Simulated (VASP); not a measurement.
# Si (P1) in VASP: single point with HSE06

Aim: the single point of Si with HSE06.

All numbers are computed with VASP 6.6.1; they aren't measurements. Logs are shortened: lines on timing, memory, paths and dates and some standing lists are left out, and cuts for length are marked.

### Step 1. The cell of the first run

The typed cell holds 72 atoms: a = 15.397 Å, b = 11.548 Å, c = 11.548 Å, α = 60.00°, β = 60.00°, γ = 60.00°.

### Step 2. Single point, HSE06

POSCAR reads:

```
Si
1.0
    0.0000000000     10.8874040000     10.8874040000
    8.1655530000      0.0000000000      8.1655530000
    8.1655530000      8.1655530000      0.0000000000
Si
72
Direct
    0.0685740000      0.0810370000      0.0847010000
    0.0003810000      0.0028930000     -0.0048570000
    0.0614220000      0.0807300000      0.4129440000
   -0.0021920000     -0.0017750000      0.3323400000
    0.0601440000      0.0847950000      0.7481040000
   -0.0083080000      0.0041240000      0.6653090000
    0.0605690000      0.4175960000      0.0841300000
    0.0001370000      0.3303740000      0.0006640000
    0.0585060000      0.4216670000      0.4122830000
   -0.0005370000      0.3334000000      0.3340920000
    0.0618590000      0.4183390000      0.7374100000
   -0.0006070000      0.3323310000      0.6647150000
    0.0661390000      0.7461660000      0.0825950000
   -0.0056300000      0.6671610000     -0.0060970000
    0.0580620000      0.7577500000      0.4186620000
   -0.0003650000      0.6668050000      0.3278460000
    0.0593990000      0.7510230000      0.7421350000
    0.0003710000      0.6601290000      0.6666320000
    0.3092310000      0.0890310000      0.0864450000
    0.2482980000     -0.0070970000     -0.0032150000
    0.3120080000      0.0793880000      0.4172070000
    0.2522660000     -0.0006500000      0.3313500000
    0.3142190000      0.0818370000      0.7525310000
    0.2488180000      0.0052280000      0.6652320000
    0.3093640000      0.4165550000      0.0806550000
    0.2471830000      0.3324380000      0.0021880000
    0.3064570000      0.4160640000      0.4156860000
    0.2492810000      0.3357190000      0.3282960000
    0.3139160000      0.4154290000      0.7499600000
    0.2490960000      0.3317480000      0.6643990000
    0.3132760000      0.7569940000      0.0866400000
    0.2519550000      0.6682440000     -0.0020620000
    0.3138160000      0.7569220000      0.4117960000
    0.2519220000      0.6698870000      0.3339870000
    0.3143300000      0.7545660000      0.7574710000
    0.2532150000      0.6721970000      0.6675550000
    0.5644790000      0.0836860000      0.0841180000
    0.4986000000      0.0021480000      0.0048590000
    0.5619190000      0.0840110000      0.4186480000
    0.4999070000      0.0031000000      0.3340520000
    0.5592940000      0.0795540000      0.7523810000
    0.5015370000      0.0037090000      0.6673940000
    0.5629270000      0.4110100000      0.0880810000
    0.4974810000      0.3368490000     -0.0041190000
    0.5606700000      0.4170880000      0.4150610000
    0.4980810000      0.3363590000      0.3355910000
    0.5634580000      0.4153850000      0.7470210000
    0.4986790000      0.3314110000      0.6664870000
    0.5644480000      0.7493280000      0.0804930000
    0.4983240000      0.6710640000      0.0005000000
    0.5630640000      0.7509150000      0.4186750000
    0.5003220000      0.6707190000      0.3361200000
    0.5550690000      0.7494850000      0.7602350000
    0.4966280000      0.6670800000      0.6704010000
    0.8124830000      0.0879670000      0.0789150000
    0.7467210000     -0.0006720000     -0.0025820000
    0.8096890000      0.0853020000      0.4175980000
    0.7500210000     -0.0014130000      0.3342460000
    0.8121840000      0.0807970000      0.7517770000
    0.7509650000      0.0002810000      0.6690750000
    0.8096220000      0.4161640000      0.0815140000
    0.7534630000      0.3350960000      0.0073330000
    0.8165850000      0.4153810000      0.4128750000
    0.7512580000      0.3323530000      0.3327850000
    0.8097410000      0.4187490000      0.7506440000
    0.7510470000      0.3344080000      0.6635380000
    0.8066830000      0.7490590000      0.0811320000
    0.7486250000      0.6699910000     -0.0003450000
    0.8164220000      0.7506290000      0.4190490000
    0.7513180000      0.6694570000      0.3289740000
    0.8153330000      0.7503740000      0.7466170000
    0.7515950000      0.6678640000      0.6711260000
```

INCAR.step1 reads:

```
SYSTEM = Si
ALGO     = Normal         ! electronic algorithm
EDIFF    = 1E-5           ! SCF threshold, eV
ENCUT    = 400            ! plane-wave cutoff, eV
GGA      = PE             ! functional
GGA_COMPAT= .False.      
ISIF     = 2              ! what is computed and relaxed
ISMEAR   = 0              ! smearing method
LASPH    = .True.         ! aspherical terms in the spheres
LREAL    = Auto         
LWAVE    = .True.         ! write WAVECAR
NBANDS   = 186            ! bands
NCORE    = 4            
NELM     = 120            ! most SCF steps
PREC     = Accurate       ! precision mode
SIGMA    = 0.01           ! smearing width, eV
```

INCAR.step2 reads:

```
SYSTEM = Si
ALGO     = Normal         ! electronic algorithm
EDIFF    = 1E-6           ! SCF threshold, eV
ENCUT    = 400            ! plane-wave cutoff, eV
GGA      = PE             ! functional
GGA_COMPAT= .False.      
HFSCREEN = 0.2079         ! screening, 1/A
ISIF     = 2              ! what is computed and relaxed
ISMEAR   = 0              ! smearing method
ISTART   = 1            
LASPH    = .True.         ! aspherical terms in the spheres
LCHARG   = .True.         ! write CHGCAR
LELF     = .True.         ! ELF
LHFCALC  = .True.         ! exact exchange
LREAL    = Auto         
LVHAR    = .True.       
LWAVE    = .False.        ! write WAVECAR
NBANDS   = 186            ! bands
NCORE    = 4            
NELM     = 120            ! most SCF steps
PREC     = Accurate       ! precision mode
PRECFOCK = Fast         
SIGMA    = 0.01           ! smearing width, eV
```

KPOINTS reads:

```
k-points
0
Gamma
  1 1 1
  0 0 0
```

Potentials or basis: VASP PAW PBE potentials, release 64 (Si).

Launch:

```sh
$ cat potpaw_PBE.64/Si/POTCAR > POTCAR
$ cp INCAR.step1 INCAR
$ mpirun -np 4 vasp_gam > vasp.out
$ cp INCAR.step2 INCAR
$ mpirun -np 4 vasp_gam > vasp.out
```

OUTCAR:

```text
SYSTEM = Si
   EDIFF = 1E-6
   ENCUT = 400
   GGA = PE
   HFSCREEN = 0.2079
   ISIF = 2
   ISMEAR = 0
   ISTART = 1
   LASPH = .True.
   LHFCALC = .True.
   LREAL = Auto
   NELM = 120
   PREC = Accurate
   PRECFOCK = Fast

 ion  position               nearest neighbor table
   1  0.069  0.081  0.085-  20 2.27   4 2.34   8 2.35   2 2.44
   2  0.000  0.003  0.995-   5 2.33  55 2.36  13 2.42   1 2.44
   3  0.061  0.081  0.413-   4 2.34   6 2.38  10 2.38  22 2.40
   4  0.998  0.998  0.332-  15 2.27   3 2.34   1 2.34  57 2.37
   5  0.060  0.085  0.748-   2 2.33  12 2.33  24 2.37   6 2.40
   6  0.992  0.004  0.665-  59 2.26   3 2.38  17 2.39   5 2.40
[... 64 lines left out ...]
  71  0.815  0.750  0.747-  72 2.29  18 2.33  60 2.36  68 2.39
  72  0.752  0.668  0.671-  71 2.29  65 2.35  69 2.38  53 2.47

  LATTYP: Found a base centered monoclinic cell.
 ALAT       =    20.0014383177
 B/A-ratio  =     0.5773502692
 C/A-ratio  =     0.7698003589
 COS(beta)  =    -0.5773502692

  Lattice vectors:

 A1 = (   8.1655530000,   8.1655530000,   0.0000000000)
 A2 = (   8.1655530000,   0.0000000000,   8.1655530000)
 A3 = (   0.0000000000, -10.8874040000, -10.8874040000)

Analysis of symmetry for initial positions (statically):
=====================================================================
 Subroutine PRICEL returns:
 Original cell was already a primitive cell.

 Routine SETGRP: Setting up the symmetry group for a
 base centered monoclinic supercell.

 Subroutine GETGRP returns: Found  1 space group operations
 (whereof  1 operations were pure point group operations)
 out of a pool of  4 trial point group operations.

The static configuration has the point symmetry C_1 .

Analysis of symmetry for dynamics (positions and initial velocities):
=====================================================================
 Subroutine PRICEL returns:
 Original cell was already a primitive cell.

 Routine SETGRP: Setting up the symmetry group for a
 base centered monoclinic supercell.

 Subroutine GETGRP returns: Found  1 space group operations
 (whereof  1 operations were pure point group operations)
 out of a pool of  4 trial point group operations.

The dynamic configuration has the point symmetry C_1 .

 Subroutine INISYM returns: Found  1 space group operations
 (whereof  1 operations are pure point group operations),
 and found     1 'primitive' translations

----------------------------------------------------------------------------------------

                                     Primitive cell

  volume of cell :    1451.8627

  direct lattice vectors                    reciprocal lattice vectors
     0.000000000 10.887404000 10.887404000    -0.045924630  0.045924630  0.045924630
[... 182 lines left out ...]
            Coordinates               Weight
  0.000000  0.000000  0.000000      1.000000
   k-points           NKPTS =      1   k-points in BZ     NKDIM =      1   number of bands    NBANDS=    186
   number of dos      NEDOS =    301   number of ions     NIONS =     72
   total plane-waves  NPLWV = 640000
   dimension x,y,z NGX =   100 NGY =   80 NGZ =   80
   dimension x,y,z NGXF=   200 NGYF=  160 NGZF=  160
   ions per type =              72
   NGX,Y,Z   is equivalent  to a cutoff of  10.80, 11.52, 11.52 a.u.
   NGXF,Y,Z  is equivalent  to a cutoff of  21.59, 23.03, 23.03 a.u.
 SYSTEM =  Si
   PREC   = accura    normal or accurate (medium, high low for compatibility)
   ISTART =      1    job   : 0-new  1-cont  2-samecut
   ICHARG =      0    charge: 1-file 2-atom 10-const
   ISPIN  =      1    spin polarized calculation?
   LNONCOLLINEAR =      F non collinear calculations
   LSORBIT =      F    spin-orbit coupling
   LASPH  =      T    aspherical Exc in radial PAW
   ENCUT  =  400.0 eV  29.40 Ry    5.42 a.u.  25.11 18.83 18.83*2*pi/ulx,y,z
   NELM   =    120;   NELMIN=  2; NELMDL=  0     # of ELM steps
   EDIFF  = 0.1E-05   stopping-criterion for ELM
   LREAL  =      T    real-space projection
   EDIFFG = 0.1E-04   stopping-criterion for IOM
   NSW    =      0    number of steps for IOM
   IBRION =     -1    ionic relax: 0-MD 1-quasi-New 2-CG
   NFREE  =      0    steps in history (QN), initial steepest desc. (CG)
   ISIF   =      2    stress and relaxation
   ISYM   =      3    0-nonsym 1-usesym 2-fastsym
   POTIM  = 0.5000    time-step for ionic-motion
   TEBEG  =    0.0;   TEEND  =   0.0 temperature during run
   PSTRESS=    0.0 pullay stress
   NELECT =     288.0000    total number of electrons
   NUPDOWN=      -1.0000    fix difference up-down
   EMIN   =  10.00;   EMAX   =-10.00  energy-range for DOS
   EFERMI =   0.00;   METHOD = LEGACY
   ISMEAR =     0;   SIGMA  =   0.01  broadening in eV -4-tet -1-fermi 0-gaus
   EFERMI_NEDOS =   21; number of points for ismear=-14 and -15
   IALGO  =     38    algorithm
   IMIX   =      1    mixing-type and parameters
     AMIX     =   0.40;   BMIX     =  1.00
     AMIX_MAG =   1.60;   BMIX_MAG =  1.00
  volume/ion in A,a.u.               =      20.16       136.08
  Fermi-wavevector in a.u.,A,eV,Ry     =   0.954766  1.804247 12.402785  0.911579
  Thomas-Fermi vector in A             =   2.083543
   LORBIT       =      0    0 simple, 1 ext, 2 COOP (PROOUT), +10 PAW based schemes
   GGA     = PE    functional components
   LHFCALC =     T    Hartree Fock is set to
   PRECFOCK=fast      Normal, Fast or Accurate (Low or Medium for compatibility)
   ENCUT4O =  -1.0   cutoff for four orbital integrals eV
   NKREDX  =     1    reduce k-point grid by
   NKREDY  =     1    reduce k-point grid by
   NKREDZ  =     1    reduce k-point grid by
   AEXX    =    0.2500 exact exchange contribution
   HFSCREEN=    0.2079 screening length (either q_TF or 0.3 A-1)
   HFSCREENC=   0.2079 screening length for correlation (either q_TF or 0.3 A-1)
   ENCUTFOCK=  -1.0 apply spherical cutoff to Coloumb kernel
   IVDW    =     0    specifies the selected vdW correction
   LEPSILON=     F    determine dielectric tensor
   LRPA    =     F    only Hartree local field effects (RPA)
 non-spin polarized calculation
 Gauss-broadening in eV      SIGMA  =   0.01
  energy-cutoff  :      400.00
  volume of cell :     1451.86
 maximum number of plane-waves:     13214
 NGX is ok and might be reduce to    96
  NGX = 54; NGY = 40; NGZ = 40

 number of electron     287.9999999 magnetization

 Free energy of the ion-electron system (eV)
  ---------------------------------------------------
  ext. energy  EPLUGINS =         0.00000000
  ---------------------------------------------------
  free energy    TOTEN  =      -438.57463593 eV

  energy without entropy =     -438.57463593  energy(sigma->0) =     -438.57463593

 E-fermi :   5.5355     XC(G=0):  -7.8025

 val. band max:        5.4825080688   @ k =   0.0000   0.0000   0.0000
 cond. band min:       6.7442763638   @ k =   0.0000   0.0000   0.0000
 fundamental gap:      1.2617682950
 Fermi energy:         5.5355310174

 k-point     1 :       0.0000    0.0000    0.0000
  band No.  band energies     occupation
      1      -7.8083      2.00000
      2      -6.9817      2.00000
      3      -6.8933      2.00000
      4      -6.4883      2.00000
      5      -6.4027      2.00000
      6      -6.3386      2.00000
[... 148 lines left out ...]
    155       7.3500      0.00000
    156       7.3900      0.00000
 [bands above 156 left out]

------------------------ aborting loop because EDIFF is reached ----------------------------------------

  FORCE on cell =-STRESS in cart. coord.  units (eV):
  Direction    XX          YY          ZZ          XY          YZ          ZX
  --------------------------------------------------------------------------------------
  -------------------------------------------------------------------------------------
  Total        6.4229437      5.3055827      5.7294123     16.6106955    -11.9632960     15.7968245
  in kB        7.0879258      5.8548818      6.3225915     18.3304387    -13.2018834     17.4323059
  external PRESSURE =       6.4217997 kB  Pullay stress =       0.0000000 kB

 VOLUME and BASIS-vectors are now :
 -----------------------------------------------------------------------------
  energy-cutoff  :      400.00
  volume of cell :     1451.86
      direct lattice vectors                 reciprocal lattice vectors
     0.000000000 10.887404000 10.887404000    -0.045924630  0.045924630  0.045924630
     8.165553000  0.000000000  8.165553000     0.061232840 -0.061232840  0.061232840
     8.165553000  8.165553000  0.000000000     0.061232840  0.061232840 -0.061232840

 POSITION                                       TOTAL-FORCE (eV/Angst)
 -----------------------------------------------------------------------------------
      1.35334      1.43822      1.40830        -0.094586     -1.358141     -0.960524
      8.14952      8.13004      0.02777         0.248493      0.826492     -0.203433
      4.03112      4.04064      1.32793         0.462750      0.327705      0.301709
     10.86480     13.57728     19.01460         0.603393     -0.346985      0.413359
      6.80108      6.76349      1.34721        -0.398824     -0.038217     -0.061512
      5.46629     16.22957     10.83063        -0.826666      0.894169      0.709934
[... 64 lines left out ...]
     12.22376     14.97340     15.00408         0.668315      0.456356     -0.001993
     10.93359     13.66303     13.63640        -0.189194     -0.961979     -0.773612
 -----------------------------------------------------------------------------------
    total drift:                                0.000927      0.002037     -0.001049

  FREE ENERGIE OF THE ION-ELECTRON SYSTEM (eV)
  ---------------------------------------------------
  free  energy   TOTEN  =      -438.5746359285 eV

  energy  without entropy=     -438.5746359285  energy(sigma->0) =     -438.57463593
```

Wall time 5.2 min (4 MPI ranks of Intel Xeon 6975P-C (Granite Rapids), shared host); peak memory 0.55 GiB.

Results:

```yaml
Free_energy: -438.5746 eV
Pressure: 0.6 GPa
Largest_force: 3.140 eV/Å
Band_gap_on_the_k_mesh: 1.26 eV
```

Forces on the atoms (eV/Å):
```
Si  -0.095 -1.358 -0.961
Si   0.248  0.826 -0.203
Si   0.463  0.328  0.302
Si   0.603 -0.347  0.413
Si  -0.399 -0.038 -0.062
Si  -0.827  0.894  0.710
Si  -0.130 -0.353 -0.133
Si  -0.162 -0.536  0.406
Si  -0.193  0.904 -0.024
Si  -0.683 -0.055 -0.029
Si   0.545  1.665 -0.514
Si  -0.192 -0.884 -0.244
Si  -0.213 -1.477 -0.053
Si   0.358  0.683  0.643
Si  -1.563  0.438 -0.512
Si   0.746  0.664  0.674
Si   0.335  0.897  0.477
Si   0.214 -0.680  0.542
Si  -1.381 -0.187 -0.555
Si   1.466  0.685  1.722
Si   0.430 -0.086  0.776
Si   0.589 -0.595 -0.350
Si  -0.331 -0.727  0.233
Si   0.026  0.315 -0.199
Si   0.184  0.248  0.658
Si  -0.011 -0.613  0.339
Si   0.213  0.636  1.096
Si  -0.195 -0.177 -0.892
Si   0.320 -0.652 -0.099
Si   0.425  0.174  0.170
Si  -1.266  0.161 -1.309
Si   0.709  0.961 -0.317
Si  -0.028  1.010 -0.547
Si   0.242 -0.345 -0.773
Si  -0.581 -1.304 -0.119
Si  -0.136 -0.362 -0.481
Si   0.431 -0.617 -0.113
Si  -0.410 -0.257 -0.248
Si   0.102  0.002  0.322
Si  -0.193  0.034 -0.332
Si   0.845  1.027  1.127
Si  -0.848 -0.424 -1.290
Si   0.146 -0.607  0.689
Si  -0.007  0.655 -0.119
Si   0.605  0.537  0.593
Si  -0.337 -0.461 -0.805
Si   0.097 -0.150  0.028
Si  -0.294  0.158  0.158
Si   0.922  0.112 -0.009
Si  -0.159  0.905 -0.881
Si   0.254  0.141  0.271
Si  -0.789 -0.353 -0.193
Si  -0.879 -0.239  1.436
Si  -0.394  0.385  0.415
Si  -0.221  0.414 -0.636
Si   0.320  0.788  0.537
Si  -0.169  0.211 -0.022
Si   0.000 -0.324  0.306
Si   0.706 -0.772  0.084
Si  -0.273 -0.688 -0.423
Si   1.365  1.697  1.593
Si  -1.595 -2.288 -1.443
Si   0.524 -0.487 -0.186
Si   0.203 -0.445 -0.105
Si   0.172  0.656  0.119
Si   0.031  0.061 -0.255
Si   0.677  0.825  0.955
Si  -1.180 -0.574 -0.644
Si  -0.219 -0.722 -0.709
Si   0.359  0.596 -0.230
Si   0.668  0.456 -0.002
Si  -0.189 -0.962 -0.774
```

Levels at points of the mesh, in eV from the valence-band top:
| k point | band 141 | band 142 | band 143 | band 144 | band 145 | band 146 | band 147 | band 148 |
| --- | --- | --- | --- | --- | --- | --- | --- | --- |
| (0.00, 0.00, 0.00) | -0.81 | -0.08 | -0.06 | 0.00 | 1.26 | 1.29 | 1.55 | 1.60 |

Caveat: the k points lie up to 0.67 Å⁻¹ apart; the PAW data sets were made with another functional, which shifts forces and pressure a little; an odd mesh through Γ misses points on the zone boundary, where band edges can lie.
